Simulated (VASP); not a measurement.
# Lu (P6_3/mmc) in VASP: single point with PBEsol

Aim: the single point of Lu with PBEsol.

All numbers are computed with VASP 6.6.1; they aren't measurements. Logs are shortened: lines on timing, memory, paths and dates and some standing lists are left out, and cuts for length are marked.

### 1 The cell of the first run

The structure is hexagonal, space group P6_3/mmc (No. 194). The conventional cell has a = 3.441 Å, b = 3.441 Å, c = 5.358 Å, α = 90.00°, β = 90.00°, γ = 120.00°. Lu (site symmetry -6m2) has 12 Lu at 3.33 to 3.44 Å within 4.4 Å.

### 2 Single point, PBEsol

The input, INCAR:

```
SYSTEM = Lu
PREC     = Accurate       ! precision mode
ENCUT    = 520            ! plane-wave cutoff, eV
EDIFF    = 1E-7           ! SCF threshold, eV
ISMEAR   = -1             ! smearing method
SIGMA    = 0.02           ! smearing width, eV
LREAL    = .FALSE.        ! projectors in reciprocal space
LASPH    = .TRUE.         ! aspherical terms in the spheres
NELM     = 80             ! most SCF steps
ALGO     = Normal         ! electronic algorithm
ISIF     = 2              ! what is computed and relaxed
LWAVE    = .FALSE.        ! write WAVECAR
LCHARG   = .TRUE.         ! write CHGCAR
GGA      = PS             ! functional
LELF     = .TRUE.         ! ELF
LVHAR    = .TRUE.       
NBANDS   = 32             ! bands
```

The input, KPOINTS:

```
Automatic mesh
0
G
  7 7 4
  0 0 0
```

The input, POSCAR:

```
Lu
1.0
    3.4405302198      0.0000000000      0.0000000000
   -1.7202651099      2.9795865729      0.0000000000
    0.0000000000      0.0000000000      5.3575168680
Lu
2
Direct
    0.3333333333      0.6666666667      0.2500000000
    0.6666666667      0.3333333333      0.7500000000
```

Potentials or basis: VASP PAW PBE potentials, release 64 (Lu).

Command:

```
$ cat potpaw_PBE.64/Lu/POTCAR > POTCAR
$ mpirun -np 1 vasp_std > vasp.out
```

OUTCAR:

```text
SYSTEM = Lu
   PREC = Accurate
   ENCUT = 520
   EDIFF = 1E-7
   ISMEAR = -1
   LREAL = .FALSE.
   LASPH = .TRUE.
   NELM = 80
   ISIF = 2
   GGA = PS

 ion  position               nearest neighbor table
   1  0.333  0.667  0.250-   2 3.33   2 3.33   2 3.33   2 3.33   2 3.33   2 3.33
   2  0.667  0.333  0.750-   1 3.33   1 3.33   1 3.33   1 3.33   1 3.33   1 3.33

  LATTYP: Found a hexagonal cell.
 ALAT       =     3.4405302198
 C/A-ratio  =     1.5571776807

  Lattice vectors:

 A1 = (   3.4405302198,   0.0000000000,   0.0000000000)
 A2 = (  -1.7202651099,   2.9795865729,   0.0000000000)
 A3 = (   0.0000000000,   0.0000000000,   5.3575168680)

Analysis of symmetry for initial positions (statically):
=====================================================================
 Subroutine PRICEL returns:
 Original cell was already a primitive cell.

 Routine SETGRP: Setting up the symmetry group for a
 hexagonal supercell.

 Subroutine GETGRP returns: Found 24 space group operations
 (whereof 12 operations were pure point group operations)
 out of a pool of 24 trial point group operations.

The static configuration has the point symmetry D_3d.
 The point group associated with its full space group is D_6h.

Analysis of symmetry for dynamics (positions and initial velocities):
=====================================================================
 Subroutine PRICEL returns:
 Original cell was already a primitive cell.

 Routine SETGRP: Setting up the symmetry group for a
 hexagonal supercell.

 Subroutine GETGRP returns: Found 24 space group operations
 (whereof 12 operations were pure point group operations)
 out of a pool of 24 trial point group operations.

The dynamic configuration has the point symmetry D_3d.
 The point group associated with its full space group is D_6h.

 Subroutine INISYM returns: Found 24 space group operations
 (whereof 12 operations are pure point group operations),
 and found     1 'primitive' translations

----------------------------------------------------------------------------------------

                                     Primitive cell

  volume of cell :      54.9218

  direct lattice vectors                    reciprocal lattice vectors
     3.440530220  0.000000000  0.000000000     0.290652875  0.167808516  0.000000000
    -1.720265110  2.979586573  0.000000000     0.000000000  0.335617031  0.000000000
     0.000000000  0.000000000  5.357516868     0.000000000  0.000000000  0.186653635

  length of vectors
     3.440530220  3.440530220  5.357516868     0.335617031  0.335617031  0.186653635

  position of ions in fractional coordinates (direct lattice)
     0.333333333  0.666666667  0.250000000
     0.666666667  0.333333333  0.750000000

  ion indices of the primitive-cell ions
   primitive index   ion index
                 1           1
                 2           2

----------------------------------------------------------------------------------------

 KPOINTS: Automatic mesh

Automatic generation of k-mesh.
 Grid dimensions read from file:
 generate k-points for:    7    7    4

 Generating k-lattice:

  Cartesian coordinates                     Fractional coordinates (reciprocal lattice)
     0.041521839  0.023972645  0.000000000     0.142857143  0.000000000  0.000000000
     0.000000000  0.047945290  0.000000000     0.000000000  0.142857143  0.000000000
     0.000000000  0.000000000  0.046663409     0.000000000  0.000000000  0.250000000

  Length of vectors
     0.047945290  0.047945290  0.046663409

  Shift w.r.t. Gamma in fractional coordinates (k-lattice)
     0.000000000  0.000000000  0.000000000

 Subroutine IBZKPT returns following result:
 ===========================================

 Found     24 irreducible k-points:

 Following reciprocal coordinates:
            Coordinates               Weight
  0.000000  0.000000  0.000000      1.000000
  0.142857  0.000000  0.000000      6.000000
  0.285714  0.000000  0.000000      6.000000
  0.428571  0.000000  0.000000      6.000000
  0.142857  0.142857  0.000000      6.000000
  0.285714  0.142857  0.000000     12.000000
[... 16 lines left out ...]
  0.428571  0.142857  0.500000      6.000000
  0.285714  0.285714  0.500000      6.000000
   k-points           NKPTS =     24   k-points in BZ     NKDIM =     24   number of bands    NBANDS=     32
   number of dos      NEDOS =    301   number of ions     NIONS =      2
   total plane-waves  NPLWV =  31360
   dimension x,y,z NGX =    28 NGY =   28 NGZ =   40
   dimension x,y,z NGXF=    56 NGYF=   56 NGZF=   80
   ions per type =               2
   NGX,Y,Z   is equivalent  to a cutoff of  13.53, 13.53, 12.41 a.u.
   NGXF,Y,Z  is equivalent  to a cutoff of  27.06, 27.06, 24.82 a.u.
 SYSTEM =  Lu
   PREC   = accura    normal or accurate (medium, high low for compatibility)
   ISTART =      0    job   : 0-new  1-cont  2-samecut
   ICHARG =      2    charge: 1-file 2-atom 10-const
   ISPIN  =      1    spin polarized calculation?
   LNONCOLLINEAR =      F non collinear calculations
   LSORBIT =      F    spin-orbit coupling
   LASPH  =      T    aspherical Exc in radial PAW
   ENCUT  =  520.0 eV  38.22 Ry    6.18 a.u.   6.40  6.40  9.96*2*pi/ulx,y,z
   NELM   =     80;   NELMIN=  2; NELMDL= -5     # of ELM steps
   EDIFF  = 0.1E-06   stopping-criterion for ELM
   LREAL  =      F    real-space projection
   EDIFFG = 0.1E-05   stopping-criterion for IOM
   NSW    =      0    number of steps for IOM
   IBRION =     -1    ionic relax: 0-MD 1-quasi-New 2-CG
   NFREE  =      0    steps in history (QN), initial steepest desc. (CG)
   ISIF   =      2    stress and relaxation
   ISYM   =      2    0-nonsym 1-usesym 2-fastsym
   POTIM  = 0.5000    time-step for ionic-motion
   TEBEG  =    0.0;   TEEND  =   0.0 temperature during run
   PSTRESS=    0.0 pullay stress
   NELECT =      50.0000    total number of electrons
   NUPDOWN=      -1.0000    fix difference up-down
   EMIN   =  10.00;   EMAX   =-10.00  energy-range for DOS
   EFERMI =   0.00;   METHOD = LEGACY
   ISMEAR =    -1;   SIGMA  =   0.02  broadening in eV -4-tet -1-fermi 0-gaus
   EFERMI_NEDOS =   21; number of points for ismear=-14 and -15
   IALGO  =     38    algorithm
   IMIX   =      4    mixing-type and parameters
     AMIX     =   0.40;   BMIX     =  1.00
     AMIX_MAG =   1.60;   BMIX_MAG =  1.00
  volume/ion in A,a.u.               =      27.46       185.32
  Fermi-wavevector in a.u.,A,eV,Ry     =   1.586657  2.998348 34.252422  2.517482
  Thomas-Fermi vector in A             =   2.685935
   LORBIT       =      0    0 simple, 1 ext, 2 COOP (PROOUT), +10 PAW based schemes
   GGA     = PS    functional components
   LHFCALC =     F    Hartree Fock is set to
   AEXX    =    0.0000 exact exchange contribution
   IVDW    =     0    specifies the selected vdW correction
   LEPSILON=     F    determine dielectric tensor
   LRPA    =     F    only Hartree local field effects (RPA)
 non-spin polarized calculation
  energy-cutoff  :      520.00
  volume of cell :       54.92
 maximum number of plane-waves:      1495
 NGX is ok and might be reduce to    28
   NGX = 13   NGY = 13   NGZ = 19

 number of electron      50.0000019 magnetization

 Free energy of the ion-electron system (eV)
  ---------------------------------------------------
  ext. energy  EPLUGINS =         0.00000000
  ---------------------------------------------------
  free energy    TOTEN  =        -9.91775464 eV

  energy without entropy =       -9.91418942  energy(sigma->0) =       -9.91597203

 E-fermi :   2.2944     XC(G=0): -11.0630

 val. band max:        2.2573762443   @ k =   0.4286   0.0000   0.2500
 cond. band min:       2.2965452658   @ k =   0.2857   0.2857   0.5000
 fundamental gap:      0.0391690215
 Fermi energy:         2.2943670362

 k-point     1 :       0.0000    0.0000    0.0000
  band No.  band energies     occupation
      1     -53.7471      2.00000
      2     -53.6994      2.00000
      3     -24.7552      2.00000
      4     -24.2452      2.00000
      5     -24.2452      2.00000
      6     -24.1410      2.00000
[... 24 lines left out ...]
     31       5.8444      0.00000
     32       5.8444      0.00000

 k-point     2 :       0.1429    0.0000    0.0000
  band No.  band energies     occupation
      1     -53.7411      2.00000
      2     -53.6976      2.00000
      3     -24.7162      2.00000
      4     -24.3206      2.00000
      5     -24.2711      2.00000
      6     -24.2204      2.00000
[... 24 lines left out ...]
     31       5.6710      0.00000
     32       5.7762      0.00000

 k-point     3 :       0.2857    0.0000    0.0000
  band No.  band energies     occupation
      1     -53.7266      2.00000
      2     -53.6944      2.00000
      3     -24.6144      2.00000
      4     -24.4912      2.00000
      5     -24.3885      2.00000
      6     -24.3257      2.00000
[... 24 lines left out ...]
     31       6.7603      0.00000
     32       7.0618      0.00000

 k-point     4 :       0.4286    0.0000    0.0000
  band No.  band energies     occupation
      1     -53.7128      2.00000
      2     -53.6941      2.00000
      3     -24.6282      2.00000
      4     -24.5149      2.00000
      5     -24.5007      2.00000
      6     -24.3671      2.00000
[... 24 lines left out ...]
     31       8.3934      0.00000
     32       8.6363      0.00000

 k-point     5 :       0.1429    0.1429    0.0000
  band No.  band energies     occupation
      1     -53.7308      2.00000
      2     -53.6951      2.00000
      3     -24.6453      2.00000
      4     -24.4138      2.00000
      5     -24.3876      2.00000
      6     -24.2777      2.00000
[... 584 lines left out ...]
     31       7.5678      0.00000
     32       7.5678      0.00000

 k-point    22 :       0.2857    0.1429    0.5000
  band No.  band energies     occupation
      1     -53.7050      2.00000
      2     -53.7050      2.00000
      3     -24.6299      2.00000
      4     -24.6299      2.00000
      5     -24.3376      2.00000
      6     -24.3376      2.00000
[... 24 lines left out ...]
     31       8.1144      0.00000
     32       8.1144      0.00000

 k-point    23 :       0.4286    0.1429    0.5000
  band No.  band energies     occupation
      1     -53.7015      2.00000
      2     -53.7015      2.00000
      3     -24.6769      2.00000
      4     -24.6769      2.00000
      5     -24.3656      2.00000
      6     -24.3656      2.00000
[... 24 lines left out ...]
     31       8.4894      0.00000
     32       8.4894      0.00000

 k-point    24 :       0.2857    0.2857    0.5000
  band No.  band energies     occupation
      1     -53.7006      2.00000
      2     -53.7006      2.00000
      3     -24.6361      2.00000
      4     -24.6361      2.00000
      5     -24.4399      2.00000
      6     -24.4399      2.00000
[... 24 lines left out ...]
     31       8.1648      0.00000
     32       8.1648      0.00000

------------------------ aborting loop because EDIFF is reached ----------------------------------------

  FORCE on cell =-STRESS in cart. coord.  units (eV):
  Direction    XX          YY          ZZ          XY          YZ          ZX
  --------------------------------------------------------------------------------------
  -------------------------------------------------------------------------------------
  Total        0.0457035      0.0457035      0.0491484     -0.0000000      0.0000000      0.0000000
  in kB        1.3332612      1.3332612      1.4337552     -0.0000000      0.0000000      0.0000000
  external PRESSURE =       1.3667592 kB  Pullay stress =       0.0000000 kB

 VOLUME and BASIS-vectors are now :
 -----------------------------------------------------------------------------
  energy-cutoff  :      520.00
  volume of cell :       54.92
      direct lattice vectors                 reciprocal lattice vectors
     3.440530220  0.000000000  0.000000000     0.290652875  0.167808516  0.000000000
    -1.720265110  2.979586573  0.000000000     0.000000000  0.335617031  0.000000000
     0.000000000  0.000000000  5.357516868     0.000000000  0.000000000  0.186653635

 POSITION                                       TOTAL-FORCE (eV/Angst)
 -----------------------------------------------------------------------------------
     -0.00000      1.98639      1.33938        -0.000000      0.000000      0.000000
      1.72027      0.99320      4.01814         0.000000     -0.000000      0.000000
 -----------------------------------------------------------------------------------
    total drift:                               -0.000000      0.000000     -0.000000

  FREE ENERGIE OF THE ION-ELECTRON SYSTEM (eV)
  ---------------------------------------------------
  free  energy   TOTEN  =        -9.9177546422 eV

  energy  without entropy=       -9.9141894204  energy(sigma->0) =       -9.91597203
```

Wall time 44 s (1 thread of Intel Xeon Platinum 8375C at 2.90GHz (Ice Lake), shared host); peak memory 0.19 GiB.

Results:

* Free energy: -9.9178 eV
* Pressure: 0.1 GPa
* Band gap on the k mesh: zero (bands 25 and 26 overlap by 1.86 eV)

Caveat: the PAW data sets were made with another functional, which shifts forces and pressure a little; spin-orbit coupling is left out, which moves the levels of the heavy elements.
